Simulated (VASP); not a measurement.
Crystal: PrHRh3.

```
CELL_PARAMETERS angstrom
2.88946 -2.89743 0.00000
2.88946 2.89743 0.00000
0.00000 0.00000 4.09453
ATOMIC_POSITIONS crystal
Pr 0.50000 0.50000 0.50000
H 0.00000 0.00000 0.00000
Rh 0.00000 0.00000 0.50000
Rh 0.50000 0.00000 0.00000
Rh 0.00000 0.50000 0.00000
```

The cell was generated, and may not be a known phase.

| Item | Value |
| --- | --- |
| Program | VASP 6.6.1 |
| Task | relaxation of cell and atoms |
| Functional | PBE |
| Potentials or basis | VASP PAW PBE potentials, release 64 (Pr_3, H, Rh_pv), 4f in core |
| Cutoff | 500 eV |
| k mesh | 4 × 4 × 4 |
| Occupations | gaussian, width 0.2 eV |
| Spin | no spin polarisation |

At the start: pressure 9.2 GPa; volume 13.71 Å³/atom.

How do energy, volume and symmetry change on relaxing?

Over 3 steps the energy falls by 20.8 meV/atom and the volume is 14.48 Å³/atom (+5.6 %); space group Pm-3m (No. 221, to 0.1 Å) before and after.

The path:
```tsv
step	energy change (eV)	largest force (eV/Å)	pressure (GPa)	volume (Å³)
1	0.0000	0.0000	9.24	68.56
2	0.0079	0.0000	-7.76	76.71
3	-0.1038	0.0000	-0.08	72.39
```

Final structure:
```yaml
crystal:
  lattice:
    - [2.94401, -2.94888, 0.00000]
    - [2.94401, 2.94888, 0.00000]
    - [0.00000, 0.00000, 4.16891]
  atoms:
    - { symbol: Pr, position: [0.50000, 0.50000, 0.50000] }
    - { symbol: H, position: [0.00000, 0.00000, 0.00000] }
    - { symbol: Rh, position: [0.00000, 0.00000, 0.50000] }
    - { symbol: Rh, position: [0.50000, 0.00000, 0.00000] }
    - { symbol: Rh, position: [0.00000, 0.50000, 0.00000] }
```

Caveat: the k points lie up to 0.38 Å⁻¹ apart in the final cell, too coarse for converged energies and pressures of a metal.
